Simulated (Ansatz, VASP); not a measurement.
## TaSi2 in VASP and in Ansatz

```
Ta Si
1.0
     4.76099    0.00000    0.00000
    -2.38050    4.12314    0.00000
     0.00000    0.00000    6.55614
Ta Si
3 6
Direct
  0.50182 0.00364 0.00000
  0.50182 0.49818 0.66667
  0.99636 0.49818 0.33333
  0.16066 0.32132 0.00000
  0.84209 0.15791 0.66667
  0.67868 0.83934 0.33333
  0.84209 0.68419 0.00000
  0.16066 0.83934 0.66667
  0.31581 0.15791 0.33333
```

Change from the starting cell: mode 4 (106.9 1/cm) frozen in, largest displacement +0.015 Å.

Alike in both runs: task single point; functional PBEsol; k mesh 12 × 12 × 6; occupations gaussian, width 0.15 eV; no spin polarisation.

|  | VASP | Ansatz |
| --- | --- | --- |
| version | VASP 6.6.1 | Ansatz 0.2.0 |
| potentials or method | VASP PAW PBE potentials, release 64 (Ta_pv, Si), cutoff 520 eV | scalar-relativistic, plane waves, PAW |
| valence electrons in the cell | 57 | 63 |

```tsv
	VASP	Ansatz	Ansatz less VASP
gap on the k mesh at the Fermi level (eV)	none	none	-
pressure (GPa)	0.3	0.0	-0.32
traceless stress, the component that is largest in VASP (GPa)	0.11	0.05	-0.062
rms of the force components (eV/Å)	0.039	0.039	+0.0001
```

VASP's potentials were made for PBE, not for PBEsol. Atom by atom the forces differ by 0.001 eV/Å (rms over components). A gap of «none» marks a metal or a gap that the smearing closes. VASP's potentials hold 57 valence electrons a cell and Ansatz's 63, so a difference there can come from the potentials and not from the codes.

Neither program's run includes spin-orbit coupling.
